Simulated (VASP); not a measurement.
# LiRe3 (P6_3/mmc) in VASP: notebook

LiRe3 is run at these levels: PBE; tasks: single point, relaxation of cell and atoms.

All numbers are computed with VASP 6.6.1; they aren't measurements. Logs are shortened: lines on timing, memory, paths and dates and some standing lists are left out, and cuts for length are marked.

## (1) The cell of the first run

The structure is hexagonal, space group P6_3/mmc (No. 194). The conventional cell has a = 5.377 Å, b = 5.377 Å, c = 4.457 Å, α = 90.00°, β = 90.00°, γ = 120.00°. Within 3.5 Å of Li (site symmetry -6m2) lie 12 Re at 2.69 to 2.70 Å. Within 3.5 Å of Re (site symmetry mm2) lie 8 Re at 2.64 to 2.74 Å and 4 Li at 2.69 to 2.70 Å.

## (2) Single point, PBE

The input, INCAR:

```
  PREC = Accurate
  ENCUT = 520
  EDIFF = 1E-6
  ISMEAR = 0
  SIGMA = 0.1
  LREAL = False
  LASPH = True
  NELM = 80
  ALGO = Fast
  ISIF = 2
  LWAVE = False
  LCHARG = False
  GGA = PE
  NBANDS = 34
```

The input, KPOINTS:

```
Automatic mesh
0
Gamma
  6 6 4
```

The input, POSCAR:

```
LiRe3
1.0
    5.3766110733      0.0000000000      0.0000000000
   -2.6883055366      4.6562817757      0.0000000000
    0.0000000000      0.0000000000      4.4572012689
Li Re
2 6
Direct
    0.3333333333      0.6666666667      0.2500000000
    0.6666666667      0.3333333333      0.7500000000
    0.8301679543      0.6603359085      0.2500000000
    0.1698320457      0.8301679543      0.7500000000
    0.3396640915      0.1698320457      0.2500000000
    0.1698320457      0.3396640915      0.7500000000
    0.8301679543      0.1698320457      0.2500000000
    0.6603359085      0.8301679543      0.7500000000
```

Potentials or basis: VASP PAW PBE potentials, release 64 (Li_sv, Re).

Started as:

```console
$ cat potpaw_PBE.64/Li_sv/POTCAR potpaw_PBE.64/Re/POTCAR > POTCAR
$ mpirun -np 1 vasp_std > vasp.out
```

OUTCAR:

```text
PREC = Accurate
   ENCUT = 520
   EDIFF = 1E-6
   ISMEAR = 0
   LREAL = False
   LASPH = True
   NELM = 80
   ISIF = 2
   GGA = PE

 ion  position               nearest neighbor table
   1  0.333  0.667  0.250-   5 2.69   3 2.69   7 2.69   7 2.69   5 2.69   3 2.69   6 2.70   6 2.70
                             4 2.70   4 2.70   8 2.70   8 2.70
   2  0.667  0.333  0.750-   8 2.69   6 2.69   4 2.69   4 2.69   8 2.69   6 2.69   3 2.70   3 2.70
                             7 2.70   7 2.70   5 2.70   5 2.70
   3  0.830  0.660  0.250-   7 2.64   5 2.64   1 2.69   1 2.69   2 2.70   2 2.70   4 2.73   4 2.73
                             8 2.73   8 2.73   7 2.74   5 2.74
   4  0.170  0.830  0.750-   6 2.64   8 2.64   2 2.69   2 2.69   1 2.70   1 2.70   5 2.73   5 2.73
                             3 2.73   3 2.73   6 2.74   8 2.74
   5  0.340  0.170  0.250-   3 2.64   7 2.64   1 2.69   1 2.69   2 2.70   2 2.70   4 2.73   4 2.73
                             6 2.73   6 2.73   3 2.74   7 2.74
   6  0.170  0.340  0.750-   4 2.64   8 2.64   2 2.69   2 2.69   1 2.70   1 2.70   7 2.73   7 2.73
                             5 2.73   5 2.73   4 2.74   8 2.74
   7  0.830  0.170  0.250-   3 2.64   5 2.64   1 2.69   1 2.69   2 2.70   2 2.70   8 2.73   8 2.73
                             6 2.73   6 2.73   3 2.74   5 2.74
   8  0.660  0.830  0.750-   6 2.64   4 2.64   2 2.69   2 2.69   1 2.70   1 2.70   7 2.73   7 2.73
                             3 2.73   3 2.73   6 2.74   4 2.74

  LATTYP: Found a hexagonal cell.
 ALAT       =     5.3766110733
 C/A-ratio  =     0.8289982683

  Lattice vectors:

 A1 = (   5.3766110733,   0.0000000000,   0.0000000000)
 A2 = (  -2.6883055366,   4.6562817757,   0.0000000000)
 A3 = (   0.0000000000,   0.0000000000,   4.4572012689)

Analysis of symmetry for initial positions (statically):
=====================================================================
 Subroutine PRICEL returns:
 Original cell was already a primitive cell.

 Routine SETGRP: Setting up the symmetry group for a
 hexagonal supercell.

 Subroutine GETGRP returns: Found 24 space group operations
 (whereof 12 operations were pure point group operations)
 out of a pool of 24 trial point group operations.

The static configuration has the point symmetry D_3d.
 The point group associated with its full space group is D_6h.

Analysis of symmetry for dynamics (positions and initial velocities):
=====================================================================
 Subroutine PRICEL returns:
 Original cell was already a primitive cell.

 Routine SETGRP: Setting up the symmetry group for a
 hexagonal supercell.

 Subroutine GETGRP returns: Found 24 space group operations
 (whereof 12 operations were pure point group operations)
 out of a pool of 24 trial point group operations.

The dynamic configuration has the point symmetry D_3d.
 The point group associated with its full space group is D_6h.

 Subroutine INISYM returns: Found 24 space group operations
 (whereof 12 operations are pure point group operations),
 and found     1 'primitive' translations

----------------------------------------------------------------------------------------

                                     Primitive cell

  volume of cell :     111.5861

  direct lattice vectors                    reciprocal lattice vectors
     5.376611073  0.000000000  0.000000000     0.185990764  0.107381818  0.000000000
    -2.688305537  4.656281776  0.000000000     0.000000000  0.214763635  0.000000000
     0.000000000  0.000000000  4.457201269     0.000000000  0.000000000  0.224356034

  length of vectors
     5.376611073  5.376611073  4.457201269     0.214763635  0.214763635  0.224356034

  position of ions in fractional coordinates (direct lattice)
     0.333333333  0.666666667  0.250000000
     0.666666667  0.333333333  0.750000000
     0.830167954  0.660335909  0.250000000
     0.169832046  0.830167954  0.750000000
     0.339664091  0.169832046  0.250000000
     0.169832046  0.339664091  0.750000000
     0.830167954  0.169832046  0.250000000
[... 57 lines left out ...]
      4       1.0842      2.00000
      5       1.1620      2.00000
      6       1.3966      2.00000
[... 26 lines left out ...]
     33       9.7594      0.00000
     34      10.8683      0.00000

 k-point     3 :       0.3333    0.0000    0.0000
  band No.  band energies     occupation
      1     -37.6250      2.00000
      2     -37.6241      2.00000
      3      -1.2919      2.00000
      4       0.8182      2.00000
      5       1.5880      2.00000
      6       1.8755      2.00000
[... 26 lines left out ...]
     33       9.2199      0.00000
     34      10.5904      0.00000

 k-point     4 :       0.5000    0.0000    0.0000
  band No.  band energies     occupation
      1     -37.6247      2.00000
      2     -37.6241      2.00000
      3      -0.6895      2.00000
      4       0.3246      2.00000
      5       1.8957      2.00000
      6       1.9366      2.00000
[... 26 lines left out ...]
     33       8.6503      0.00000
     34      10.5779      0.00000

 k-point     5 :       0.1667    0.1667    0.0000
  band No.  band energies     occupation
      1     -37.6252      2.00000
      2     -37.6241      2.00000
      3      -1.4981      2.00000
      4       1.2791      2.00000
      5       1.2934      2.00000
      6       1.4653      2.00000
[... 510 lines left out ...]
 k-point    19 :       0.1667    0.1667    0.5000
  band No.  band energies     occupation
      1     -37.6243      2.00000
      2     -37.6243      2.00000
      3       0.1197      2.00000
      4       0.1197      2.00000
      5       1.5294      2.00000
      6       1.5294      2.00000
[... 26 lines left out ...]
     33       9.3543      0.00000
     34      10.2149      0.00000

 k-point    20 :       0.3333    0.1667    0.5000
  band No.  band energies     occupation
      1     -37.6240      2.00000
      2     -37.6240      2.00000
      3       0.6650      2.00000
      4       0.6650      2.00000
      5       1.5432      2.00000
      6       1.5432      2.00000
[... 26 lines left out ...]
     33       9.3142      0.00000
     34      10.1170      0.00000

 k-point    21 :       0.3333    0.3333    0.5000
  band No.  band energies     occupation
      1     -37.6239      2.00000
      2     -37.6239      2.00000
      3       1.0762      2.00000
      4       1.0762      2.00000
      5       1.3875      2.00000
      6       1.3875      2.00000
[... 26 lines left out ...]
     33       9.1226      0.00000
     34       9.8921      0.00000

------------------------ aborting loop because EDIFF is reached ----------------------------------------

  FORCE on cell =-STRESS in cart. coord.  units (eV):
  Direction    XX          YY          ZZ          XY          YZ          ZX
  --------------------------------------------------------------------------------------
  -------------------------------------------------------------------------------------
  Total       -0.2322562     -0.2322562     -0.1086618     -0.0000000      0.0000000      0.0000000
  in kB       -3.3347847     -3.3347847     -1.5601894     -0.0000000      0.0000000      0.0000000
  external PRESSURE =      -2.7432530 kB  Pullay stress =       0.0000000 kB

 VOLUME and BASIS-vectors are now :
 -----------------------------------------------------------------------------
  energy-cutoff  :      520.00
  volume of cell :      111.59
      direct lattice vectors                 reciprocal lattice vectors
     5.376611073  0.000000000  0.000000000     0.185990764  0.107381818  0.000000000
    -2.688305537  4.656281776  0.000000000     0.000000000  0.214763635  0.000000000
     0.000000000  0.000000000  4.457201269     0.000000000  0.000000000  0.224356034

 POSITION                                       TOTAL-FORCE (eV/Angst)
 -----------------------------------------------------------------------------------
     -0.00000      3.10419      1.11430        -0.000000      0.000000      0.000000
      2.68831      1.55209      3.34290        -0.000000      0.000000      0.000000
      2.68831      3.07471      1.11430        -0.000000     -0.037721      0.000000
     -1.31862      3.86550      3.34290         0.032667     -0.018860      0.000000
      1.36968      0.79079      1.11430         0.032667      0.018860     -0.000000
     -0.00000      1.58157      3.34290         0.000000      0.037721      0.000000
      4.00693      0.79079      1.11430        -0.032667      0.018860     -0.000000
      1.31862      3.86550      3.34290        -0.032667     -0.018860     -0.000000
 -----------------------------------------------------------------------------------
    total drift:                               -0.000000      0.000000      0.000000

  FREE ENERGIE OF THE ION-ELECTRON SYSTEM (eV)
  ---------------------------------------------------
  free  energy   TOTEN  =       -76.0921470517 eV

  energy  without entropy=      -76.0665397881  energy(sigma->0) =      -76.07934342
```

Wall time 2.5 min (1 thread of Intel Xeon 6975P-C (Granite Rapids), shared host); peak memory 0.26 GiB.

Results:

```yaml
Free_energy: -76.0921 eV
Largest_force: 0.038 eV/Å
Band_gap_on_the_k_mesh: zero (bands 24 and 25 overlap by 1.57 eV)
```

Forces on the atoms (eV/Å):
```
Li   0.000  0.000  0.000
Li   0.000  0.000  0.000
Re   0.000 -0.038  0.000
Re   0.033 -0.019  0.000
Re   0.033  0.019  0.000
Re   0.000  0.038  0.000
Re  -0.033  0.019  0.000
Re  -0.033 -0.019  0.000
```

Caveat: the cutoff is under 1.25 times the usual one of these potentials, so pressure, stress and relaxed cells hold a basis-set (Pulay) error; spin-orbit coupling is left out, which moves the levels of the heavy elements.

## (3) Single point, PBE

This run uses another cell than the first one, of 14.34 Å³/atom.

The input, INCAR:

```
PREC = Accurate ; ENCUT = 520
EDIFF = 1E-6 ; ISMEAR = 0
SIGMA = 0.1 ; LREAL = F
LASPH = T ; NELM = 100
ALGO = Normal ; ISIF = 2
LWAVE = F ; LCHARG = F
GGA = PE ; NBANDS = 34
```

KPOINTS is that of step 2.

The input, POSCAR:

```
LiRe3
1.0
    5.4855589310      0.0000000000      0.0000000000
   -2.7427794655      4.7506333882      0.0000000000
    0.0000000000      0.0000000000      4.4030074217
Li Re
2 6
Direct
    0.3333333333      0.6666666667      0.2500000000
    0.6666666667      0.3333333333      0.7500000000
    0.8330000000      0.6660000000      0.2500000000
    0.1670000000      0.8330000000      0.7500000000
    0.3340000000      0.1670000000      0.2500000000
    0.1670000000      0.3340000000      0.7500000000
    0.8330000000      0.1670000000      0.2500000000
    0.6660000000      0.8330000000      0.7500000000
```

Potentials or basis: VASP PAW PBE potentials, release 64 (Li_sv, Re).

Started as:

```console
$ cat potpaw_PBE.64/Li_sv/POTCAR potpaw_PBE.64/Re/POTCAR > POTCAR
$ mpirun -np 1 vasp_std > vasp.out
```

Wall time 50 s (1 thread of Intel Xeon 6975P-C (Granite Rapids), shared host); peak memory 0.26 GiB.

It converged, with:

```
Free energy            : -75.9203 eV
Largest force          : 0.412 eV/Å
Band gap on the k mesh : zero (bands 24 and 25 overlap by 1.31 eV)
```

Forces in eV/Å, atoms in the order of the input:
```
Li   0.000  0.000  0.000
Li   0.000  0.000  0.000
Re   0.000 -0.412  0.000
Re   0.357 -0.206  0.000
Re   0.357  0.206  0.000
Re   0.000  0.412  0.000
Re  -0.357  0.206  0.000
Re  -0.357 -0.206  0.000
```

Levels at points of the mesh, in eV from the Fermi level:
| k point | band 20 | band 21 | band 22 | band 23 | band 24 | band 25 | band 26 | band 27 | band 28 | band 29 |
| --- | --- | --- | --- | --- | --- | --- | --- | --- | --- | --- |
| (0.00, 0.00, 0.00) | -1.42 | -1.01 | -1.01 | 0.36 | 0.85 | 0.85 | 1.03 | 1.03 | 1.76 | 1.76 |
| (0.50, 0.00, 0.00) | -1.38 | -1.25 | -1.21 | -0.85 | -0.36 | -0.02 | 0.50 | 0.67 | 1.04 | 1.14 |
| (0.00, 0.00, 0.50) | 0.17 | 0.17 | 0.17 | 0.36 | 0.36 | 0.66 | 0.66 | 0.66 | 0.66 | 1.85 |
| (0.50, 0.00, 0.50) | -1.94 | -1.78 | -1.78 | -0.27 | -0.27 | 0.02 | 0.02 | 0.27 | 0.27 | 1.12 |

Caveat: the cutoff is under 1.25 times the usual one of these potentials, so pressure, stress and relaxed cells hold a basis-set (Pulay) error; spin-orbit coupling is left out, which moves the levels of the heavy elements.

## (4) Relaxation of cell and atoms, PBE

This run uses another cell than the first one, of 14.34 Å³/atom.

The input, INCAR:

```
SYSTEM = LiRe3
PREC = Accurate
ENCUT = 600
EDIFF = 1E-6
ISMEAR = 0
SIGMA = 0.1
LREAL = .FALSE.
LASPH = .TRUE.
NELM = 60
ALGO = Fast
ISIF = 3
LWAVE = .FALSE.
LCHARG = .FALSE.
GGA = PE
IBRION = 2
NSW = 90
EDIFFG = -0.04
```

The input, KPOINTS:

```
Automatic mesh
0
G
  6 6 4
  0 0 0
```

POSCAR is that of step 3.

Started as:

```console
$ cat potpaw_PBE.64/Li_sv/POTCAR potpaw_PBE.64/Re/POTCAR > POTCAR
$ mpirun -np 1 vasp_std > vasp.out
```

Run time: 15 min. Hardware: 1 thread of Intel Xeon 6975P-C (Granite Rapids), shared host; peak memory 0.33 GiB.

Results (log left out):

| Item | Value |
| --- | --- |
| Free energy | -76.1020 eV |
| Relaxed volume | 13.93 Å³/atom |
| Relaxed cell | a = 5.372 Å, b = 5.372 Å, c = 4.459 Å, α = 90.00°, β = 90.00°, γ = 120.00° |
| Space group after relaxing (to 0.1 Å) | P6_3/mmc (No. 194) |
| Energy gained by relaxing | 21.9 meV/atom |
| Ionic steps | 7 |
| Pressure after relaxing | 0.0 GPa |
| Largest force after relaxing | 0.026 eV/Å |
| Band gap on the k mesh | zero (bands 24 and 25 overlap by 1.58 eV) |

Forces in eV/Å, atoms in the order of the input:
```
Li   0.000  0.000  0.000
Li   0.000  0.000  0.000
Re   0.000 -0.026  0.000
Re   0.022 -0.013  0.000
Re   0.022  0.013  0.000
Re   0.000  0.026  0.000
Re  -0.022  0.013  0.000
Re  -0.022 -0.013  0.000
```

Stress tensor (GPa, compression positive):
```
 0.06  0.00  0.00
 0.00  0.06  0.00
 0.00  0.00 -0.17
```

Step by step:
| step | energy change (eV) | largest force (eV/Å) | pressure (GPa) | volume (Å³) |
| --- | --- | --- | --- | --- |
| 1 | 0.0000 | 0.4097 | -6.12 | 114.74 |
| 2 | 0.0921 | 0.3449 | 15.65 | 105.84 |
| 3 | -0.1216 | 0.4703 | 2.31 | 110.74 |
| 4 | -0.1679 | 0.1364 | 0.62 | 111.19 |
| 5 | -0.1742 | 0.0294 | 0.92 | 111.08 |
| 6 | -0.1718 | 0.0213 | -1.62 | 112.13 |
| 7 | -0.1754 | 0.0259 | -0.01 | 111.47 |

Final structure:
```xyz
8
Lattice="5.3723 0.0000 0.0000 -2.6862 4.6526 0.0000 0.0000 0.0000 4.4595" Properties=species:S:1:pos:R:3 pbc="T T T"
Li    0.0000    3.1017    1.1149
Li    2.6862    1.5509    3.3446
Re    2.6862    3.0718    1.1149
Re   -1.3172    3.8622    3.3446
Re    1.3690    0.7904    1.1149
Re    0.0000    1.5808    3.3446
Re    4.0033    0.7904    1.1149
Re    1.3172    3.8622    3.3446
```

Levels at points of the mesh, in eV from the Fermi level:
```
           k point  band 22  band 23  band 24  band 25  band 26  band 27
(0.00, 0.00, 0.00)    -0.98     0.17     1.07     1.07     1.26     1.26
(0.50, 0.00, 0.00)    -1.18    -0.71    -0.52    -0.01     0.46     0.99
(0.00, 0.00, 0.50)     0.48     0.70     0.70     0.92     0.92     0.93
(0.50, 0.00, 0.50)    -1.63    -0.27    -0.27    -0.13    -0.13     0.62
```

Caveat: the cutoff is under 1.25 times the usual one of these potentials, so pressure, stress and relaxed cells hold a basis-set (Pulay) error; spin-orbit coupling is left out, which moves the levels of the heavy elements.

## (5) Single point, PBE

The input, INCAR:

```
PREC     = Accurate       # precision mode
ENCUT    = 520            # plane-wave cutoff, eV
EDIFF    = 1E-6           # SCF threshold, eV
ISMEAR   = 0              # smearing method
SIGMA    = 0.1            # smearing width, eV
LREAL    = F              # projectors in reciprocal space
LASPH    = T              # aspherical terms in the spheres
NELM     = 60             # most SCF steps
ALGO     = Fast           # electronic algorithm
ISIF     = 2              # what is computed and relaxed
LWAVE    = F              # write WAVECAR
LCHARG   = T              # write CHGCAR
GGA      = PE             # functional
LELF     = T              # ELF
LVHAR    = T            
NBANDS   = 34             # bands
```

The input, KPOINTS:

```
regular mesh
0
Gamma
  12 12 8
```

The input, POSCAR:

```
LiRe3
1.0
    5.3705042204      0.0000000000      0.0000000000
   -2.6852521102      4.6509930860      0.0000000000
    0.0000000000      0.0000000000      4.4737058343
Li Re
2 6
Direct
    0.3333333333      0.6666666667      0.2500000000
    0.6666666667      0.3333333333      0.7500000000
    0.8307197862      0.6614395725      0.2500000000
    0.1692802138      0.8307197862      0.7500000000
    0.3385604275      0.1692802138      0.2500000000
    0.1692802138      0.3385604275      0.7500000000
    0.8307197862      0.1692802138      0.2500000000
    0.6614395725      0.8307197862      0.7500000000
```

Started as:

```console
$ cat potpaw_PBE.64/Li_sv/POTCAR potpaw_PBE.64/Re/POTCAR > POTCAR
$ mpirun -np 1 vasp_std > vasp.out
```

It took 11 min on 1 thread of Intel Xeon 6975P-C (Granite Rapids), shared host; peak memory 0.42 GiB.

Results (log left out):

* Free energy: -76.0877 eV
* Largest force: 0.033 eV/Å
* Band gap on the k mesh: zero (bands 24 and 25 overlap by 1.58 eV)

Forces on the atoms (eV/Å):
```
Li   0.000  0.000  0.000
Li   0.000  0.000  0.000
Re   0.000 -0.033  0.000
Re   0.029 -0.017  0.000
Re   0.029  0.017  0.000
Re   0.000  0.033  0.000
Re  -0.029  0.017  0.000
Re  -0.029 -0.017  0.000
```

Levels at points of the mesh, in eV from the Fermi level:
| k point | band 21 | band 22 | band 23 | band 24 | band 25 | band 26 | band 27 | band 28 |
| --- | --- | --- | --- | --- | --- | --- | --- | --- |
| (0.00, 0.00, 0.00) | -1.03 | -1.03 | 0.10 | 1.05 | 1.05 | 1.24 | 1.24 | 2.04 |
| (0.50, 0.00, 0.00) | -1.30 | -1.22 | -0.76 | -0.50 | -0.04 | 0.42 | 0.97 | 1.21 |
| (0.00, 0.00, 0.50) | 0.47 | 0.47 | 0.67 | 0.67 | 0.88 | 0.88 | 0.88 | 0.88 |
| (0.50, 0.00, 0.50) | -1.68 | -1.68 | -0.26 | -0.26 | -0.13 | -0.13 | 0.60 | 0.60 |

Caveat: the cutoff is under 1.25 times the usual one of these potentials, so pressure, stress and relaxed cells hold a basis-set (Pulay) error; spin-orbit coupling is left out, which moves the levels of the heavy elements.

## (6) The runs side by side

```csv
task,cell,k mesh,cutoff (eV),gap on the mesh (eV),largest force (eV/Å)
single point,"a = 5.377, b = 5.377, c = 4.457 Å, angles 90.0, 90.0, 120.0°, 8 atoms, atomic positions A",6 × 6 × 4,520,none,0.04
single point,"a = 5.486, b = 5.486, c = 4.403 Å, angles 90.0, 90.0, 120.0°, 8 atoms, atomic positions B",6 × 6 × 4,520,none,0.41
relaxation of cell and atoms,"relaxed from a = 5.486, b = 5.486, c = 4.403 Å, angles 90.0, 90.0, 120.0°, 8 atoms, atomic positions B",6 × 6 × 4,600,none,0.03
single point,"a = 5.371, b = 5.371, c = 4.474 Å, angles 90.0, 90.0, 120.0°, 8 atoms, atomic positions A",12 × 12 × 8,520,none,0.03
```

Alike in all rows: level PBE; potentials or basis VASP PAW PBE potentials, release 64 (Li_sv, Re); no spin polarisation; smearing gaussian 0.1 eV.

Caveats: the cutoff is under 1.25 times the usual one of these potentials, so pressure, stress and relaxed cells hold a basis-set (Pulay) error; spin-orbit coupling is left out, which moves the levels of the heavy elements.

Total energies depend on the potentials used, so only differences within one code and one set of settings carry meaning.
